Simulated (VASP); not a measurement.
# TaN in VASP: single point with PBE

Aim: the single point of TaN with PBE.

All numbers are computed with VASP 6.6.1; they aren't measurements. Logs are shortened: lines on timing, memory, paths and dates and some standing lists are left out, and cuts for length are marked.

## (1) The cell of the first run

The typed cell holds 4 atoms: a = 2.917 Å, b = 2.918 Å, c = 5.913 Å, α = 90.00°, β = 90.00°, γ = 119.98°.

## (2) Single point, PBE

INCAR reads:

```
SYSTEM = TaN
PREC     = Accurate       ! precision mode
ENCUT    = 520            ! plane-wave cutoff, eV
EDIFF    = 1E-6           ! SCF threshold, eV
ISMEAR   = 0              ! smearing method
SIGMA    = 0.15           ! smearing width, eV
LREAL    = .FALSE.        ! projectors in reciprocal space
LASPH    = .TRUE.         ! aspherical terms in the spheres
NELM     = 80             ! most SCF steps
ALGO     = Normal         ! electronic algorithm
ISIF     = 2              ! what is computed and relaxed
LWAVE    = .FALSE.        ! write WAVECAR
LCHARG   = .FALSE.        ! write CHGCAR
GGA      = PE             ! functional
NBANDS   = 24             ! bands
```

KPOINTS reads:

```
Automatic mesh
0
G
  12 12 6
  0 0 0
```

POSCAR reads:

```
TaN
1.0
    2.9174087295      0.0001967915     -0.0000154993
   -1.4585339383      2.5274820178      0.0000228443
   -0.0000314271      0.0000353414      5.9131410385
Ta N
2 2
Direct
   -0.0000033512     -0.0000049385     -0.0000022597
    0.0000040266     -0.0000016174      0.4999976610
    0.3333146922      0.6665821601      0.2499991543
    0.6666846326      0.3334243958      0.7500054445
```

Potentials or basis: VASP PAW PBE potentials, release 64 (Ta_pv, N).

Launch:

```sh
$ cat potpaw_PBE.64/Ta_pv/POTCAR potpaw_PBE.64/N/POTCAR > POTCAR
$ mpirun -np 1 vasp_std > vasp.out
```

OUTCAR:

```text
SYSTEM = TaN
   PREC = Accurate
   ENCUT = 520
   EDIFF = 1E-6
   ISMEAR = 0
   LREAL = .FALSE.
   LASPH = .TRUE.
   NELM = 80
   ISIF = 2
   GGA = PE

 ion  position               nearest neighbor table
   1  1.000  1.000  1.000-   4 2.24   3 2.24   4 2.24   3 2.24   4 2.24   3 2.24   2 2.96   2 2.96

   2  0.000  1.000  0.500-   3 2.24   3 2.24   4 2.24   4 2.24   3 2.24   4 2.24   1 2.96   1 2.96

   3  0.333  0.667  0.250-   1 2.24   2 2.24   2 2.24   1 2.24   2 2.24   1 2.24
   4  0.667  0.333  0.750-   1 2.24   1 2.24   2 2.24   2 2.24   1 2.24   2 2.24

  LATTYP: Found a simple monoclinic cell.
 ALAT       =     2.9174087362
 B/A-ratio  =     2.0268469637
 C/A-ratio  =     1.0003642790
 COS(beta)  =    -0.4999347422

  Lattice vectors:

 A1 = (   2.9174087295,   0.0001967915,  -0.0000154993)
 A2 = (  -0.0000314271,   0.0000353414,   5.9131410385)
 A3 = (  -1.4588747912,  -2.5276788093,  -0.0000073450)

Analysis of symmetry for initial positions (statically):
=====================================================================
 Subroutine PRICEL returns:
 Original cell was already a primitive cell.

 Routine SETGRP: Setting up the symmetry group for a
 simple monoclinic supercell.

 Subroutine GETGRP returns: Found  1 space group operations
 (whereof  1 operations were pure point group operations)
 out of a pool of  4 trial point group operations.

The static configuration has the point symmetry C_1 .

Analysis of symmetry for dynamics (positions and initial velocities):
=====================================================================
 Subroutine PRICEL returns:
 Original cell was already a primitive cell.

 Routine SETGRP: Setting up the symmetry group for a
 simple monoclinic supercell.

 Subroutine GETGRP returns: Found  1 space group operations
 (whereof  1 operations were pure point group operations)
 out of a pool of  4 trial point group operations.

The dynamic configuration has the point symmetry C_1 .

 Subroutine INISYM returns: Found  1 space group operations
 (whereof  1 operations are pure point group operations),
 and found     1 'primitive' translations

----------------------------------------------------------------------------------------

                                     Primitive cell

  volume of cell :      43.6034

  direct lattice vectors                    reciprocal lattice vectors
     2.917408729  0.000196791 -0.000015499     0.342756593  0.197794532  0.000000640
    -1.458533938  2.527482018  0.000022844    -0.000026687  0.395635288 -0.000002365
    -0.000031427  0.000035341  5.913141039     0.000000899 -0.000001010  0.169114857

  length of vectors
     2.917408736  2.918130669  5.913141039     0.395733191  0.395635289  0.169114857

  position of ions in fractional coordinates (direct lattice)
     0.999996649  0.999995062  0.999997740
     0.000004027  0.999998383  0.499997661
     0.333314692  0.666582160  0.249999154
     0.666684633  0.333424396  0.750005444

  ion indices of the primitive-cell ions
   primitive index   ion index
                 1           1
                 2           2
                 3           3
                 4           4

----------------------------------------------------------------------------------------

 KPOINTS: Automatic mesh

Automatic generation of k-mesh.
 Grid dimensions read from file:
 generate k-points for:   12   12    6

 Generating k-lattice:

  Cartesian coordinates                     Fractional coordinates (reciprocal lattice)
     0.028563049  0.016482878  0.000000053     0.083333333  0.000000000  0.000000000
    -0.000002224  0.032969607 -0.000000197    -0.000000000  0.083333333 -0.000000000
     0.000000150 -0.000000168  0.028185809    -0.000000000  0.000000000  0.166666667

  Length of vectors
     0.032977766  0.032969607  0.028185809

  Shift w.r.t. Gamma in fractional coordinates (k-lattice)
     0.000000000  0.000000000  0.000000000

 Subroutine IBZKPT returns following result:
 ===========================================

 Found    436 irreducible k-points:

 Following reciprocal coordinates:
            Coordinates               Weight
  0.000000  0.000000  0.000000      1.000000
  0.083333 -0.000000 -0.000000      2.000000
  0.166667 -0.000000  0.000000      2.000000
  0.250000 -0.000000 -0.000000      2.000000
  0.333333  0.000000  0.000000      2.000000
  0.416667 -0.000000 -0.000000      2.000000
[... 16 lines left out ...]
  0.250000  0.166667  0.000000      2.000000
  0.333333  0.166667  0.000000      2.000000
 [... further k-points ...]
   k-points           NKPTS =    436   k-points in BZ     NKDIM =    436   number of bands    NBANDS=     24
   number of dos      NEDOS =    301   number of ions     NIONS =      4
   total plane-waves  NPLWV =  27648
   dimension x,y,z NGX =    24 NGY =   24 NGZ =   48
   dimension x,y,z NGXF=    48 NGYF=   48 NGZF=   96
   ions per type =               2   2
   NGX,Y,Z   is equivalent  to a cutoff of  13.68, 13.67, 13.50 a.u.
   NGXF,Y,Z  is equivalent  to a cutoff of  27.35, 27.35, 26.99 a.u.
 SYSTEM =  TaN
   PREC   = accura    normal or accurate (medium, high low for compatibility)
   ISTART =      0    job   : 0-new  1-cont  2-samecut
   ICHARG =      2    charge: 1-file 2-atom 10-const
   ISPIN  =      1    spin polarized calculation?
   LNONCOLLINEAR =      F non collinear calculations
   LSORBIT =      F    spin-orbit coupling
   LASPH  =      T    aspherical Exc in radial PAW
   ENCUT  =  520.0 eV  38.22 Ry    6.18 a.u.   5.42  5.43 10.99*2*pi/ulx,y,z
   NELM   =     80;   NELMIN=  2; NELMDL= -5     # of ELM steps
   EDIFF  = 0.1E-05   stopping-criterion for ELM
   LREAL  =      F    real-space projection
[... 7 lines left out ...]
   TEBEG  =    0.0;   TEEND  =   0.0 temperature during run
   PSTRESS=    0.0 pullay stress
   NELECT =      32.0000    total number of electrons
   NUPDOWN=      -1.0000    fix difference up-down
   EMIN   =  10.00;   EMAX   =-10.00  energy-range for DOS
   EFERMI =   0.00;   METHOD = LEGACY
   ISMEAR =     0;   SIGMA  =   0.15  broadening in eV -4-tet -1-fermi 0-gaus
   EFERMI_NEDOS =   21; number of points for ismear=-14 and -15
   IALGO  =     38    algorithm
   IMIX   =      4    mixing-type and parameters
     AMIX     =   0.40;   BMIX     =  1.00
     AMIX_MAG =   1.60;   BMIX_MAG =  1.00
  volume/ion in A,a.u.               =      10.90        73.56
  Fermi-wavevector in a.u.,A,eV,Ry     =   1.476674  2.790509 29.668407  2.180566
  Thomas-Fermi vector in A             =   2.591172
   LORBIT       =      0    0 simple, 1 ext, 2 COOP (PROOUT), +10 PAW based schemes
   GGA     = PE    functional components
   LHFCALC =     F    Hartree Fock is set to
   AEXX    =    0.0000 exact exchange contribution
   IVDW    =     0    specifies the selected vdW correction
   LEPSILON=     F    determine dielectric tensor
   LRPA    =     F    only Hartree local field effects (RPA)
 non-spin polarized calculation
 Gauss-broadening in eV      SIGMA  =   0.15
  energy-cutoff  :      520.00
  volume of cell :       43.60
 maximum number of plane-waves:      1221
 NGX is ok and might be reduce to    24
   NGX = 11   NGY = 11   NGZ = 21

 number of electron      32.0000005 magnetization

 Free energy of the ion-electron system (eV)
  ---------------------------------------------------
  ext. energy  EPLUGINS =         0.00000000
  ---------------------------------------------------
  free energy    TOTEN  =       -44.02892270 eV

  energy without entropy =      -44.01753254  energy(sigma->0) =      -44.02322762

 E-fermi :   8.1500     XC(G=0): -13.2849

 val. band max:        8.1475540741   @ k =   0.1667   0.1667   0.5000
 cond. band min:       8.1538743780   @ k =  -0.0000  -0.0833   0.1667
 fundamental gap:      0.0063203039
 Fermi energy:         8.1500342900

 k-point     1 :       0.0000    0.0000    0.0000
  band No.  band energies     occupation
      1     -27.4633      2.00000
      2     -26.7147      2.00000
      3     -26.4656      2.00000
      4     -26.4644      2.00000
      5     -26.4047      2.00000
      6     -26.4036      2.00000
[... 16 lines left out ...]
     23      12.0919      0.00000
     24      14.1128      0.00000

 k-point     2 :       0.0833   -0.0000   -0.0000
  band No.  band energies     occupation
      1     -27.4458      2.00000
      2     -26.7044      2.00000
      3     -26.5432      2.00000
      4     -26.4819      2.00000
      5     -26.4759      2.00000
      6     -26.4200      2.00000
[... 16 lines left out ...]
     23      12.1794      0.00000
     24      13.8524      0.00000

 k-point     3 :       0.1667   -0.0000    0.0000
  band No.  band energies     occupation
      1     -27.3979      2.00000
      2     -26.7520      2.00000
      3     -26.6774      2.00000
      4     -26.6672      2.00000
      5     -26.5274      2.00000
      6     -26.4628      2.00000
[... 16 lines left out ...]
     23      12.6819      0.00000
     24      13.7605      0.00000

 k-point     4 :       0.2500   -0.0000   -0.0000
  band No.  band energies     occupation
      1     -27.3319      2.00000
      2     -27.0259      2.00000
      3     -26.9230      2.00000
      4     -26.6372      2.00000
      5     -26.5889      2.00000
      6     -26.5206      2.00000
[... 16 lines left out ...]
     23      13.5339      0.00000
     24      14.6497      0.00000

 k-point     5 :       0.3333    0.0000    0.0000
  band No.  band energies     occupation
      1     -27.2978      2.00000
      2     -27.2553      2.00000
      3     -27.1684      2.00000
      4     -26.6496      2.00000
      5     -26.5981      2.00000
      6     -26.5778      2.00000
[... 451 lines left out ...]
 k-point    22 :       0.1667    0.1667    0.0000
  band No.  band energies     occupation
      1     -27.2983      2.00000
      2     -27.1068      2.00000
      3     -26.9980      2.00000
      4     -26.6753      2.00000
      5     -26.6202      2.00000
      6     -26.5987      2.00000
[... 16 lines left out ...]
     23      13.4824      0.00000
     24      14.0473      0.00000

 k-point    23 :       0.2500    0.1667    0.0000
  band No.  band energies     occupation
      1     -27.2856      2.00000
      2     -27.2387      2.00000
      3     -27.1644      2.00000
      4     -26.7797      2.00000
      5     -26.6988      2.00000
      6     -26.5836      2.00000
[... 16 lines left out ...]
     23      14.0454      0.00000
     24      14.8014      0.00000

 k-point    24 :       0.3333    0.1667    0.0000
  band No.  band energies     occupation
      1     -27.4090      2.00000
      2     -27.2809      2.00000
      3     -27.1956      2.00000
      4     -26.8590      2.00000
      5     -26.7723      2.00000
      6     -26.5588      2.00000
[... 16 lines left out ...]
     23      14.4962      0.00000
     24      15.4770      0.00000

 [... further k-points ...]
[... 5 lines left out ...]
  --------------------------------------------------------------------------------------
  -------------------------------------------------------------------------------------
  Total        0.1920035      0.1662295      0.1954619     -0.0042340     -0.0008680      0.0007713
  in kB        7.0550372      6.1079876      7.1821116     -0.1555744     -0.0318943      0.0283404
  external PRESSURE =       6.7817121 kB  Pullay stress =       0.0000000 kB

 VOLUME and BASIS-vectors are now :
 -----------------------------------------------------------------------------
  energy-cutoff  :      520.00
  volume of cell :       43.60
      direct lattice vectors                 reciprocal lattice vectors
     2.917408729  0.000196791 -0.000015499     0.342756593  0.197794532  0.000000640
    -1.458533938  2.527482018  0.000022844    -0.000026687  0.395635288 -0.000002365
    -0.000031427  0.000035341  5.913141039     0.000000899 -0.000001010  0.169114857

 POSITION                                       TOTAL-FORCE (eV/Angst)
 -----------------------------------------------------------------------------------
      1.45884      2.52770      5.91314         0.000026      0.000182      0.000278
     -1.45854      2.52750      2.95658        -0.000200      0.000068      0.000295
      0.00017      1.68485      1.47829         0.000008      0.000064     -0.000121
      1.45866      0.84288      4.43489         0.000166     -0.000315     -0.000452
 -----------------------------------------------------------------------------------
    total drift:                               -0.000000     -0.000000      0.000012

  FREE ENERGIE OF THE ION-ELECTRON SYSTEM (eV)
  ---------------------------------------------------
  free  energy   TOTEN  =       -44.0289227009 eV

  energy  without entropy=      -44.0175325391  energy(sigma->0) =      -44.02322762
```

It took 7.6 min on 1 thread of Intel Xeon 8259CL, shared host; peak memory 0.49 GiB.

What came out:

| Quantity | Value |
| --- | --- |
| Free energy | -44.0289 eV |
| Pressure | 0.7 GPa |
| Band gap on the k mesh | zero (bands 16 and 17 overlap by 1.18 eV) |

Stress tensor (GPa, compression positive):
```
 0.71 -0.02  0.00
-0.02  0.61  0.00
 0.00  0.00  0.72
```

Levels at points of the mesh, in eV from the Fermi level:
| k point | band 12 | band 13 | band 14 | band 15 | band 16 | band 17 | band 18 | band 19 | band 20 | band 21 |
| --- | --- | --- | --- | --- | --- | --- | --- | --- | --- | --- |
| (0.00, 0.00, 0.00) | -4.30 | -3.50 | -1.99 | -1.99 | -0.24 | -0.23 | 0.55 | 0.56 | 2.33 | 3.13 |
| (0.50, 0.00, 0.00) | -5.38 | -4.14 | -3.71 | -2.80 | -2.13 | 2.84 | 3.95 | 4.82 | 5.15 | 5.42 |
| (0.00, 0.50, 0.00) | -5.38 | -4.14 | -3.71 | -2.80 | -2.13 | 2.84 | 3.95 | 4.82 | 5.15 | 5.42 |
| (0.50, 0.50, 0.00) | -5.39 | -4.14 | -3.71 | -2.80 | -2.13 | 2.84 | 3.95 | 4.82 | 5.15 | 5.42 |
| (0.00, 0.00, 0.50) | -3.86 | -3.85 | -3.85 | -0.66 | -0.66 | 0.98 | 0.98 | 0.99 | 0.99 | 4.31 |
| (0.50, 0.00, 0.50) | -5.87 | -4.34 | -4.34 | -2.21 | -2.21 | 3.89 | 3.89 | 4.75 | 4.75 | 5.64 |
| (0.00, 0.50, 0.50) | -5.87 | -4.33 | -4.33 | -2.21 | -2.21 | 3.89 | 3.89 | 4.75 | 4.75 | 5.64 |
| (0.50, 0.50, 0.50) | -5.87 | -4.34 | -4.34 | -2.21 | -2.21 | 3.88 | 3.88 | 4.75 | 4.75 | 5.64 |

Caveat: spin-orbit coupling is left out, which moves the levels of the heavy elements.
